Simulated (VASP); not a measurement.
# Na2Ag (Cmmm) in VASP: single point with PBE+U

Aim: the single point of Na2Ag with PBE+U.

Program: VASP 6.6.1. These are calculated values, not measurements. Logs are shortened: lines on timing, memory, paths and dates and some standing lists are left out, and cuts for length are marked.

## (1) The cell of the first run

The structure is orthorhombic, space group Cmmm (No. 65). Conventional cell: a = 5.388 Å, b = 8.897 Å, c = 3.107 Å, α = 90.00°, β = 90.00°, γ = 90.00°. Na (site symmetry m2m) has 5 Na at 3.02 to 3.11 Å and 6 Ag at 3.32 to 3.46 Å within 4.0 Å. Ag (site symmetry mmm) has 2 Ag at 3.11 Å and 12 Na at 3.32 to 3.46 Å within 4.1 Å.

## (2) Single point, PBE+U

Contents of INCAR:

```
PREC = Accurate ; ENCUT = 500
EDIFF = 1E-6 ; ISMEAR = -1
SIGMA = 0.1 ; LREAL = F
LASPH = T ; NELM = 200
ALGO = Normal ; ISIF = 2
LWAVE = F ; LCHARG = T
LMAXMIX = 4 ; LDAU = T
LDAUTYPE = 2 ; LDAUL = -1 2
LDAUU = 0 2 ; LDAUJ = 0 0
LDAUPRINT = 1 ; GGA = PE
LELF = T ; LVHAR = T
ISYM = 0 ; NBANDS = 20
GGA_COMPAT = F
```

Contents of KPOINTS:

```
Automatic mesh
0
Gamma
  5 5 5
  0.5 0.5 0.5
```

Contents of POSCAR:

```
Na2Ag
1.0
    5.1997016823      0.1088945092      0.0000000000
   -2.5055448283      4.5575213343      0.0000000000
    0.0000000000      0.0000000000      3.1066383646
Na Ag
2 1
Direct
    0.3302637107      0.6697362893      0.5000000000
    0.6697362893      0.3302637107      0.5000000000
    0.0000000000      0.0000000000      0.0000000000
```

Potentials or basis: VASP PAW PBE potentials, release 64 (Na_pv, Ag).

Launch:

```console
cat potpaw_PBE.64/Na_pv/POTCAR potpaw_PBE.64/Ag/POTCAR > POTCAR
mpirun -np 1 vasp_std > vasp.out
```

OUTCAR:

```text
PREC = Accurate
   ENCUT = 500
   EDIFF = 1E-6
   ISMEAR = -1
   LREAL = F
   LASPH = T
   NELM = 200
   ISIF = 2
   GGA = PE
   ISYM = 0

 ion  position               nearest neighbor table
   1  0.330  0.670  0.500-
   2  0.670  0.330  0.500-
   3  0.000  0.000  0.000-

IMPORTANT INFORMATION: All symmetrisations will be switched off!
NOSYMM: (Re-)initialisation of all symmetry stuff for point group C_1.

----------------------------------------------------------------------------------------

                                     Primitive cell

  volume of cell :      74.4680

  direct lattice vectors                    reciprocal lattice vectors
     5.199701682  0.108894509  0.000000000     0.190129699  0.104525783  0.000000000
    -2.505544828  4.557521334  0.000000000    -0.004542838  0.216920041  0.000000000
     0.000000000  0.000000000  3.106638365     0.000000000  0.000000000  0.321891344

  length of vectors
     5.200841816  5.200841816  3.106638365     0.216967605  0.216967605  0.321891344

  position of ions in fractional coordinates (direct lattice)
     0.330263711  0.669736289  0.500000000
     0.669736289  0.330263711  0.500000000
     0.000000000  0.000000000  0.000000000

  ion indices of the primitive-cell ions
   primitive index   ion index
                 1           1
                 2           2
                 3           3

----------------------------------------------------------------------------------------

 KPOINTS: Automatic mesh

Automatic generation of k-mesh.
 Grid dimensions read from file:
 generate k-points for:    5    5    5

 Generating k-lattice:

  Cartesian coordinates                     Fractional coordinates (reciprocal lattice)
     0.038025940  0.020905157  0.000000000     0.200000000  0.000000000  0.000000000
    -0.000908568  0.043384008  0.000000000     0.000000000  0.200000000  0.000000000
     0.000000000  0.000000000  0.064378269     0.000000000  0.000000000  0.200000000

  Length of vectors
     0.043393521  0.043393521  0.064378269

  Shift w.r.t. Gamma in fractional coordinates (k-lattice)
     0.500000000  0.500000000  0.500000000

 Subroutine IBZKPT returns following result:
 ===========================================

 Found     63 irreducible k-points:

 Following reciprocal coordinates:
            Coordinates               Weight
  0.100000  0.100000  0.100000      2.000000
 -0.100000 -0.100000  0.100000      2.000000
  0.300000  0.100000  0.100000      2.000000
 -0.300000 -0.100000  0.100000      2.000000
  0.100000  0.300000 -0.100000      2.000000
 -0.100000 -0.300000 -0.100000      2.000000
[... 16 lines left out ...]
 -0.300000  0.300000  0.100000      2.000000
  0.300000 -0.300000  0.100000      2.000000
 [... further k-points ...]
   k-points           NKPTS =     63   k-points in BZ     NKDIM =     63   number of bands    NBANDS=     20
   number of dos      NEDOS =    301   number of ions     NIONS =      3
   total plane-waves  NPLWV =  38400
   dimension x,y,z NGX =    40 NGY =   40 NGZ =   24
   dimension x,y,z NGXF=    80 NGYF=   80 NGZF=   48
   ions per type =               2   1
   NGX,Y,Z   is equivalent  to a cutoff of  12.79, 12.79, 12.84 a.u.
   NGXF,Y,Z  is equivalent  to a cutoff of  25.57, 25.57, 25.69 a.u.
 SYSTEM =  unknown system
   PREC   = accura    normal or accurate (medium, high low for compatibility)
   ISTART =      0    job   : 0-new  1-cont  2-samecut
   ICHARG =      2    charge: 1-file 2-atom 10-const
   ISPIN  =      1    spin polarized calculation?
   LNONCOLLINEAR =      F non collinear calculations
   LSORBIT =      F    spin-orbit coupling
   LASPH  =      T    aspherical Exc in radial PAW
   ENCUT  =  500.0 eV  36.75 Ry    6.06 a.u.   9.48  9.48  5.66*2*pi/ulx,y,z
   NELM   =    200;   NELMIN=  2; NELMDL= -5     # of ELM steps
   EDIFF  = 0.1E-05   stopping-criterion for ELM
   LREAL  =      F    real-space projection
   EDIFFG = 0.1E-04   stopping-criterion for IOM
   NSW    =      0    number of steps for IOM
   IBRION =     -1    ionic relax: 0-MD 1-quasi-New 2-CG
   NFREE  =      0    steps in history (QN), initial steepest desc. (CG)
   ISIF   =      2    stress and relaxation
   ISYM   =      0    0-nonsym 1-usesym 2-fastsym
   POTIM  = 0.5000    time-step for ionic-motion
   TEBEG  =    0.0;   TEEND  =   0.0 temperature during run
   PSTRESS=    0.0 pullay stress
   NELECT =      25.0000    total number of electrons
   NUPDOWN=      -1.0000    fix difference up-down
   EMIN   =  10.00;   EMAX   =-10.00  energy-range for DOS
   EFERMI =   0.00;   METHOD = LEGACY
   ISMEAR =    -1;   SIGMA  =   0.10  broadening in eV -4-tet -1-fermi 0-gaus
   EFERMI_NEDOS =   21; number of points for ismear=-14 and -15
   IALGO  =     38    algorithm
   IMIX   =      4    mixing-type and parameters
     AMIX     =   0.40;   BMIX     =  1.00
     AMIX_MAG =   1.60;   BMIX_MAG =  1.00
  volume/ion in A,a.u.               =      24.82       167.51
  Fermi-wavevector in a.u.,A,eV,Ry     =   1.137798  2.150126 17.613876  1.294583
  Thomas-Fermi vector in A             =   2.274502
   LORBIT       =      0    0 simple, 1 ext, 2 COOP (PROOUT), +10 PAW based schemes
 LDA+U is selected, type is set to LDAUTYPE =  2
   angular momentum for each species LDAUL =    -1    2
   U (eV)           for each species LDAUU =   0.0  2.0
   J (eV)           for each species LDAUJ =   0.0  0.0
   GGA     = PE    functional components
   LHFCALC =     F    Hartree Fock is set to
   AEXX    =    0.0000 exact exchange contribution
   IVDW    =     0    specifies the selected vdW correction
   LEPSILON=     F    determine dielectric tensor
   LRPA    =     F    only Hartree local field effects (RPA)
 non-spin polarized calculation
  energy-cutoff  :      500.00
  volume of cell :       74.47
 maximum number of plane-waves:      1903
 NGX is ok and might be reduce to    40
   NGX = 19   NGY = 19   NGZ = 11

atom =   3  type =  2  l = 2

 onsite density matrix

spin component  1

  0.9273 -0.0000 -0.0003 -0.0000 -0.0002
 -0.0000  0.9297 -0.0000  0.0004  0.0000
 -0.0003 -0.0000  0.9249  0.0000  0.0002
 -0.0000  0.0004  0.0000  0.9293  0.0000
 -0.0002  0.0000  0.0002  0.0000  0.9270

spin component  2

  0.9273 -0.0000 -0.0003 -0.0000 -0.0002
 -0.0000  0.9297 -0.0000  0.0004  0.0000
 -0.0003 -0.0000  0.9249  0.0000  0.0002
 -0.0000  0.0004  0.0000  0.9293  0.0000
 -0.0002  0.0000  0.0002  0.0000  0.9270

 occupancies and eigenvectors

  o =  0.9248  v = -0.1309 -0.0000 -0.9885 -0.0000  0.0756  0.0000  0.0000  0.0000  0.0000  0.0000      0.0000  0.0000  0.0000  0.0000  0.0000  0.0000  0.0000  0.0000  0.0000  0.0000
  o =  0.9248  v =  0.0000  0.0000  0.0000  0.0000  0.0000 -0.1309 -0.0000 -0.9885 -0.0000  0.0756      0.0000  0.0000  0.0000  0.0000  0.0000  0.0000  0.0000  0.0000  0.0000  0.0000
  o =  0.9269  v =  0.0000  0.0000  0.0000  0.0000  0.0000 -0.5000  0.0000 -0.0000  0.0000 -0.8660      0.0000  0.0000  0.0000  0.0000  0.0000  0.0000  0.0000  0.0000  0.0000  0.0000
  o =  0.9269  v = -0.5000  0.0000 -0.0000  0.0000 -0.8660  0.0000  0.0000  0.0000  0.0000  0.0000      0.0000  0.0000  0.0000  0.0000  0.0000  0.0000  0.0000  0.0000  0.0000  0.0000
  o =  0.9274  v =  0.0000  0.0000  0.0000  0.0000  0.0000  0.8561 -0.0000 -0.1511  0.0000 -0.4943      0.0000  0.0000  0.0000  0.0000  0.0000  0.0000  0.0000  0.0000  0.0000  0.0000
  o =  0.9274  v =  0.8561 -0.0000 -0.1511  0.0000 -0.4943  0.0000  0.0000  0.0000  0.0000  0.0000      0.0000  0.0000  0.0000  0.0000  0.0000  0.0000  0.0000  0.0000  0.0000  0.0000
  o =  0.9291  v = -0.0000 -0.5000  0.0000  0.8660  0.0000  0.0000  0.0000  0.0000  0.0000  0.0000      0.0000  0.0000  0.0000  0.0000  0.0000  0.0000  0.0000  0.0000  0.0000  0.0000
  o =  0.9291  v =  0.0000  0.0000  0.0000  0.0000  0.0000 -0.0000 -0.5000  0.0000  0.8660  0.0000      0.0000  0.0000  0.0000  0.0000  0.0000  0.0000  0.0000  0.0000  0.0000  0.0000
  o =  0.9299  v =  0.0000  0.0000  0.0000  0.0000  0.0000  0.0000 -0.8660  0.0000 -0.5000 -0.0000      0.0000  0.0000  0.0000  0.0000  0.0000  0.0000  0.0000  0.0000  0.0000  0.0000
  o =  0.9299  v =  0.0000 -0.8660  0.0000 -0.5000 -0.0000  0.0000  0.0000  0.0000  0.0000  0.0000      0.0000  0.0000  0.0000  0.0000  0.0000  0.0000  0.0000  0.0000  0.0000  0.0000

 number of electron      25.0000008 magnetization

 Free energy of the ion-electron system (eV)
  ---------------------------------------------------
  ext. energy  EPLUGINS =         0.00000000
  ---------------------------------------------------
  free energy    TOTEN  =        -4.48866422 eV

  energy without entropy =       -4.44939934  energy(sigma->0) =       -4.46903178

 E-fermi :   2.6985     XC(G=0):  -8.4089

 val. band max:        2.6823254120   @ k =  -0.3000   0.3000   0.5000
 cond. band min:       2.8133827410   @ k =  -0.3000   0.1000   0.5000
 fundamental gap:      0.1310573291
 Fermi energy:         2.6984767997

 k-point     1 :       0.1000    0.1000    0.1000
  band No.  band energies     occupation
      1     -22.1798      2.00000
      2     -22.1729      2.00000
      3     -22.1035      2.00000
      4     -22.0939      2.00000
      5     -22.0878      2.00000
      6     -22.0864      2.00000
[... 12 lines left out ...]
     19      11.1849      0.00000
     20      14.7727      0.00000

 k-point     2 :      -0.1000   -0.1000    0.1000
  band No.  band energies     occupation
      1     -22.1798      2.00000
      2     -22.1729      2.00000
      3     -22.1035      2.00000
      4     -22.0939      2.00000
      5     -22.0878      2.00000
      6     -22.0864      2.00000
[... 12 lines left out ...]
     19      11.1849      0.00000
     20      14.7727      0.00000

 k-point     3 :       0.3000    0.1000    0.1000
  band No.  band energies     occupation
      1     -22.1850      2.00000
      2     -22.1586      2.00000
      3     -22.1091      2.00000
      4     -22.0999      2.00000
      5     -22.0897      2.00000
      6     -22.0826      2.00000
[... 12 lines left out ...]
     19      11.8660      0.00000
     20      12.2834      0.00000

 k-point     4 :      -0.3000   -0.1000    0.1000
  band No.  band energies     occupation
      1     -22.1850      2.00000
      2     -22.1586      2.00000
      3     -22.1091      2.00000
      4     -22.0999      2.00000
      5     -22.0897      2.00000
      6     -22.0826      2.00000
[... 429 lines left out ...]
 k-point    23 :      -0.3000    0.3000    0.1000
  band No.  band energies     occupation
      1     -22.1841      2.00000
      2     -22.1681      2.00000
      3     -22.1019      2.00000
      4     -22.0997      2.00000
      5     -22.0887      2.00000
      6     -22.0824      2.00000
[... 12 lines left out ...]
     19      11.7937      0.00000
     20      14.1302      0.00000

 k-point    24 :       0.3000   -0.3000    0.1000
  band No.  band energies     occupation
      1     -22.1841      2.00000
      2     -22.1681      2.00000
      3     -22.1019      2.00000
      4     -22.0997      2.00000
      5     -22.0887      2.00000
      6     -22.0824      2.00000
[... 12 lines left out ...]
     19      11.7937      0.00000
     20      14.1338      0.00000

 [... further k-points ...]
[... 5 lines left out ...]
  --------------------------------------------------------------------------------------
  -------------------------------------------------------------------------------------
  Total        0.0696130      0.0747412      0.0514646      0.0044431     -0.0000004     -0.0000024
  in kB        1.4977232      1.6080563      1.1072606      0.0955934     -0.0000090     -0.0000508
  external PRESSURE =       1.4043467 kB  Pullay stress =       0.0000000 kB

 VOLUME and BASIS-vectors are now :
 -----------------------------------------------------------------------------
  energy-cutoff  :      500.00
  volume of cell :       74.47
      direct lattice vectors                 reciprocal lattice vectors
     5.199701682  0.108894509  0.000000000     0.190129699  0.104525783  0.000000000
    -2.505544828  4.557521334  0.000000000    -0.004542838  0.216920041  0.000000000
     0.000000000  0.000000000  3.106638365     0.000000000  0.000000000  0.321891344

 POSITION                                       TOTAL-FORCE (eV/Angst)
 -----------------------------------------------------------------------------------
      0.03922      3.08830      1.55332         0.000600     -0.000346     -0.000000
      2.65494      1.57811      1.55332        -0.000599      0.000345      0.000002
      0.00000      0.00000      0.00000        -0.000001      0.000001     -0.000002
 -----------------------------------------------------------------------------------
    total drift:                                0.000002     -0.000002     -0.000001

  FREE ENERGIE OF THE ION-ELECTRON SYSTEM (eV)
  ---------------------------------------------------
  free  energy   TOTEN  =        -4.4886642223 eV

  energy  without entropy=       -4.4493993365  energy(sigma->0) =       -4.46903178
```

Run time: 22 s. Hardware: 1 thread of Intel Xeon 6975P-C (Granite Rapids), shared host; peak memory 0.23 GiB.

Results:

```yaml
Free_energy: -4.4887 eV
Pressure: 0.1 GPa
Band_gap_on_the_k_mesh: zero (an odd number of electrons rules out a gap without spin polarisation)
```

Levels at points of the mesh, in eV from the Fermi level:
| k point | band 9 | band 10 | band 11 | band 12 | band 13 | band 14 | band 15 | band 16 | band 17 | band 18 |
| --- | --- | --- | --- | --- | --- | --- | --- | --- | --- | --- |
| (0.50, 0.50, 0.50) | -4.81 | -4.75 | -4.31 | 0.84 | 0.94 | 1.07 | 3.29 | 3.57 | 4.99 | 5.62 |

Eigenvalues of the final occupation matrices:
```tsv
site	spin	trace	eigenvalues
site 3 d	1	4.64	0.92 0.93 0.93 0.93 0.93
site 3 d	2	4.64	0.92 0.93 0.93 0.93 0.93
```

Caveat: the k points lie up to 0.40 Å⁻¹ apart, too coarse for converged energies and pressures of a metal; U without spin polarisation on a metal has little footing; the U is typed as a test and isn't derived for this compound.
